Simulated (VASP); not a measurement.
# Mo (Fd-3m) in VASP: notebook, part 2 of 2

VASP 6.6.1.

## (4) Single point, r2SCAN

This run uses another cell than the first one, of 22.53 Å³/atom, 1.005 times its volume.

Contents of POSCAR:

```
Mo
1.0
    0.0000000000      2.8241818826      2.8241818826
    2.8241818826      0.0000000000      2.8241818826
    2.8241818826      2.8241818826      0.0000000000
Mo
2
Direct
    0.0000000000      0.0000000000      0.0000000000
    0.2500000000      0.2500000000      0.2500000000
```

Contents of INCAR.step1:

```
SYSTEM = Mo
PREC = Accurate
ENCUT = 520
ISMEAR = 0
SIGMA = 0.1
LREAL = .FALSE.
LASPH = .TRUE.
NELM = 100
NBANDS = 21
GGA = PE
ALGO = Normal
EDIFF = 1E-4
LWAVE = .TRUE.
LCHARG = .FALSE.
```

Contents of INCAR.step2:

```
SYSTEM = Mo
PREC = Accurate
ENCUT = 520
EDIFF = 1E-6
ISMEAR = 0
SIGMA = 0.1
LREAL = .FALSE.
LASPH = .TRUE.
NELM = 100
ALGO = Normal
ISIF = 2
LWAVE = .FALSE.
LCHARG = .TRUE.
METAGGA = R2SCAN
LMIXTAU = .TRUE.
LELF = .TRUE.
LVHAR = .TRUE.
NBANDS = 21
ISTART = 1
```

Contents of KPOINTS:

```
regular mesh
0
G
  18 18 18
  0 0 0
```

Potentials or basis: VASP PAW PBE potentials, release 64 (Mo_sv).

Command:

```console
> cat potpaw_PBE.64/Mo_sv/POTCAR > POTCAR
> cp INCAR.step1 INCAR
> mpirun -np 1 vasp_std > vasp.out
> cp INCAR.step2 INCAR
> mpirun -np 1 vasp_std > vasp.out
```

OUTCAR:

```text
SYSTEM = Mo
   PREC = Accurate
   ENCUT = 520
   EDIFF = 1E-6
   ISMEAR = 0
   LREAL = .FALSE.
   LASPH = .TRUE.
   NELM = 100
   ISIF = 2
   METAGGA = R2SCAN
   ISTART = 1

 ion  position               nearest neighbor table
   1  0.000  0.000  0.000-   2 2.45   2 2.45   2 2.45   2 2.45
   2  0.250  0.250  0.250-   1 2.45   1 2.45   1 2.45   1 2.45

  LATTYP: Found a face centered cubic cell.
 ALAT       =     5.6483637652

  Lattice vectors:

 A1 = (   0.0000000000,   2.8241818826,   2.8241818826)
 A2 = (   2.8241818826,   0.0000000000,   2.8241818826)
 A3 = (   2.8241818826,   2.8241818826,   0.0000000000)

Analysis of symmetry for initial positions (statically):
=====================================================================
 Subroutine PRICEL returns:
 Original cell was already a primitive cell.

 Routine SETGRP: Setting up the symmetry group for a
 face centered cubic supercell.

 Subroutine GETGRP returns: Found 48 space group operations
 (whereof 24 operations were pure point group operations)
 out of a pool of 48 trial point group operations.

The static configuration has the point symmetry T_d .
 The point group associated with its full space group is O_h .

Analysis of symmetry for dynamics (positions and initial velocities):
=====================================================================
 Subroutine PRICEL returns:
 Original cell was already a primitive cell.

 Routine SETGRP: Setting up the symmetry group for a
 face centered cubic supercell.

 Subroutine GETGRP returns: Found 48 space group operations
 (whereof 24 operations were pure point group operations)
 out of a pool of 48 trial point group operations.

The dynamic configuration has the point symmetry T_d .
 The point group associated with its full space group is O_h .

 Subroutine INISYM returns: Found 48 space group operations
 (whereof 24 operations are pure point group operations),
 and found     1 'primitive' translations

----------------------------------------------------------------------------------------

                                     Primitive cell

  volume of cell :      45.0514

  direct lattice vectors                    reciprocal lattice vectors
     0.000000000  2.824181883  2.824181883    -0.177042422  0.177042422  0.177042422
     2.824181883  0.000000000  2.824181883     0.177042422 -0.177042422  0.177042422
     2.824181883  2.824181883  0.000000000     0.177042422  0.177042422 -0.177042422

  length of vectors
     3.993996321  3.993996321  3.993996321     0.306646470  0.306646470  0.306646470

  position of ions in fractional coordinates (direct lattice)
     0.000000000  0.000000000  0.000000000
     0.250000000  0.250000000  0.250000000

  ion indices of the primitive-cell ions
   primitive index   ion index
                 1           1
                 2           2

----------------------------------------------------------------------------------------

 KPOINTS: regular mesh

Automatic generation of k-mesh.
 Grid dimensions read from file:
 generate k-points for:   18   18   18

 Generating k-lattice:

  Cartesian coordinates                     Fractional coordinates (reciprocal lattice)
    -0.009835690  0.009835690  0.009835690     0.055555556  0.000000000  0.000000000
     0.009835690 -0.009835690  0.009835690     0.000000000  0.055555556  0.000000000
     0.009835690  0.009835690 -0.009835690     0.000000000  0.000000000  0.055555556

  Length of vectors
     0.017035915  0.017035915  0.017035915

  Shift w.r.t. Gamma in fractional coordinates (k-lattice)
     0.000000000  0.000000000  0.000000000

 Subroutine IBZKPT returns following result:
 ===========================================

 Found    195 irreducible k-points:

 Following reciprocal coordinates:
            Coordinates               Weight
  0.000000  0.000000  0.000000      1.000000
  0.055556  0.000000  0.000000      8.000000
  0.111111  0.000000  0.000000      8.000000
  0.166667  0.000000  0.000000      8.000000
  0.222222  0.000000  0.000000      8.000000
  0.277778  0.000000  0.000000      8.000000
[... 16 lines left out ...]
 -0.277778  0.055556  0.000000     24.000000
 -0.222222  0.055556  0.000000     24.000000
 [... further k-points ...]
   k-points           NKPTS =    195   k-points in BZ     NKDIM =    195   number of bands    NBANDS=     21
   number of dos      NEDOS =    301   number of ions     NIONS =      2
   total plane-waves  NPLWV =  27000
   dimension x,y,z NGX =    30 NGY =   30 NGZ =   30
   dimension x,y,z NGXF=    60 NGYF=   60 NGZF=   60
   ions per type =               2
   NGX,Y,Z   is equivalent  to a cutoff of  12.49, 12.49, 12.49 a.u.
   NGXF,Y,Z  is equivalent  to a cutoff of  24.97, 24.97, 24.97 a.u.
 SYSTEM =  Mo
   PREC   = accura    normal or accurate (medium, high low for compatibility)
   ISTART =      1    job   : 0-new  1-cont  2-samecut
   ICHARG =      0    charge: 1-file 2-atom 10-const
   ISPIN  =      1    spin polarized calculation?
   LNONCOLLINEAR =      F non collinear calculations
   LSORBIT =      F    spin-orbit coupling
   LASPH  =      T    aspherical Exc in radial PAW
   ENCUT  =  520.0 eV  38.22 Ry    6.18 a.u.   7.43  7.43  7.43*2*pi/ulx,y,z
   NELM   =    100;   NELMIN=  2; NELMDL=  0     # of ELM steps
   EDIFF  = 0.1E-05   stopping-criterion for ELM
   LREAL  =      F    real-space projection
[... 7 lines left out ...]
   TEBEG  =    0.0;   TEEND  =   0.0 temperature during run
   PSTRESS=    0.0 pullay stress
   NELECT =      28.0000    total number of electrons
   NUPDOWN=      -1.0000    fix difference up-down
   EMIN   =  10.00;   EMAX   =-10.00  energy-range for DOS
   EFERMI =   0.00;   METHOD = LEGACY
   ISMEAR =     0;   SIGMA  =   0.10  broadening in eV -4-tet -1-fermi 0-gaus
   EFERMI_NEDOS =   21; number of points for ismear=-14 and -15
   IALGO  =     38    algorithm
   IMIX   =      4    mixing-type and parameters
     AMIX     =   0.40;   BMIX     =  1.00
     AMIX_MAG =   1.60;   BMIX_MAG =  1.00
  volume/ion in A,a.u.               =      22.53       152.01
  Fermi-wavevector in a.u.,A,eV,Ry     =   1.397091  2.640120 26.556730  1.951865
  Thomas-Fermi vector in A             =   2.520382
   LORBIT       =      0    0 simple, 1 ext, 2 COOP (PROOUT), +10 PAW based schemes
   METAGGA = R2SCAN    functional components
   LHFCALC =     F    Hartree Fock is set to
   AEXX    =    0.0000 exact exchange contribution
   IVDW    =     0    specifies the selected vdW correction
   LEPSILON=     F    determine dielectric tensor
   LRPA    =     F    only Hartree local field effects (RPA)
 non-spin polarized calculation
 Gauss-broadening in eV      SIGMA  =   0.10
  energy-cutoff  :      520.00
  volume of cell :       45.05
 maximum number of plane-waves:      1243
 NGX is ok and might be reduce to    30
   NGX = 15   NGY = 15   NGZ = 15

 number of electron      27.9999997 magnetization

 Free energy of the ion-electron system (eV)
  ---------------------------------------------------
  ext. energy  EPLUGINS =         0.00000000
  ---------------------------------------------------
  free energy    TOTEN  =       -47.48346554 eV

  energy without entropy =      -47.47127162  energy(sigma->0) =      -47.47736858

 E-fermi :   7.1173     XC(G=0): -11.7064

 val. band max:        7.1160144706   @ k =  -0.2778   0.2778   0.0000
 cond. band min:       7.1250218054   @ k =   0.2778   0.2778   0.0000
 fundamental gap:      0.0090073348
 Fermi energy:         7.1172852534

 k-point     1 :       0.0000    0.0000    0.0000
  band No.  band energies     occupation
      1     -55.2467      2.00000
      2     -54.4423      2.00000
      3     -28.9700      2.00000
      4     -28.9700      2.00000
      5     -28.9700      2.00000
      6     -27.7130      2.00000
[... 13 lines left out ...]
     20      19.2914      0.00000
     21      19.8446      0.00000

 k-point     2 :       0.0556    0.0000    0.0000
  band No.  band energies     occupation
      1     -55.2423      2.00000
      2     -54.4470      2.00000
      3     -28.9749      2.00000
      4     -28.9749      2.00000
      5     -28.9695      2.00000
      6     -27.7133      2.00000
[... 13 lines left out ...]
     20      18.8153      0.00000
     21      19.8680      0.00000
[... 487 lines left out ...]
      5     -28.9402      2.00000
      6     -27.7382      2.00000
[... 13 lines left out ...]
     20      15.1965      0.00000
     21      17.7258      0.00000

 k-point    24 :      -0.2222    0.0556    0.0000
  band No.  band energies     occupation
      1     -55.1668      2.00000
      2     -54.5278      2.00000
      3     -29.0717      2.00000
      4     -29.0364      2.00000
      5     -28.9453      2.00000
      6     -27.7346      2.00000
[... 13 lines left out ...]
     20      16.4880      0.00000
     21      17.9244      0.00000

 [... further k-points ...]
[... 5 lines left out ...]
  --------------------------------------------------------------------------------------
  -------------------------------------------------------------------------------------
  Total        0.2218664      0.2218664      0.2218664      0.0000000     -0.0000000      0.0000000
  in kB        7.8903114      7.8903114      7.8903114      0.0000000     -0.0000000      0.0000000
  external PRESSURE =       7.8903114 kB  Pullay stress =       0.0000000 kB

 VOLUME and BASIS-vectors are now :
 -----------------------------------------------------------------------------
  energy-cutoff  :      520.00
  volume of cell :       45.05
      direct lattice vectors                 reciprocal lattice vectors
     0.000000000  2.824181883  2.824181883    -0.177042422  0.177042422  0.177042422
     2.824181883  0.000000000  2.824181883     0.177042422 -0.177042422  0.177042422
     2.824181883  2.824181883  0.000000000     0.177042422  0.177042422 -0.177042422

 POSITION                                       TOTAL-FORCE (eV/Angst)
 -----------------------------------------------------------------------------------
      0.00000      0.00000      0.00000        -0.000000      0.000000     -0.000000
      1.41209      1.41209      1.41209         0.000000     -0.000000      0.000000
 -----------------------------------------------------------------------------------
    total drift:                                0.000000     -0.000000      0.000000

  FREE ENERGIE OF THE ION-ELECTRON SYSTEM (eV)
  ---------------------------------------------------
  free  energy   TOTEN  =       -47.4834655437 eV

  energy  without entropy=      -47.4712716197  energy(sigma->0) =      -47.47736858
```

Run time: 12 min. Hardware: 1 thread of Oxide Virtual Turin-like, shared host; peak memory 0.24 GiB.

What came out:

- Free energy: -47.4835 eV
- Pressure: 0.8 GPa
- Band gap on the k mesh: zero (band 14 reaches 7.43 eV, above the bottom of band 15 at 6.79 eV)

Caveat: the PAW data sets were made with another functional, which shifts forces and pressure a little.

## (5) The runs side by side

| task | cell | k mesh | cutoff (eV) | gap on the mesh (eV) | pressure (GPa) |
| --- | --- | --- | --- | --- | --- |
| single point | a = 3.987 Å, angles 60.0°, 2 atoms | 6 × 6 × 6 | 520 | none | 1.1 |
| relaxation of cell and atoms | relaxed from a = 3.717 Å, angles 60.0°, 2 atoms | 6 × 6 × 6 | 600 | none | 0.0 |
| single point | a = 3.994 Å, angles 60.0°, 2 atoms | 18 × 18 × 18 | 520 | none | 0.8 |

Alike in all rows: level r2SCAN; potentials or basis VASP PAW PBE potentials, release 64 (Mo_sv); no spin polarisation; smearing gaussian 0.1 eV.

Caveats: the PAW data sets were made with another functional, which shifts forces and pressure a little; the volume moved by over 15 % at a fixed basis, so the end points are rough (some runs).

Absolute energies hang on the potentials; compare differences alone.
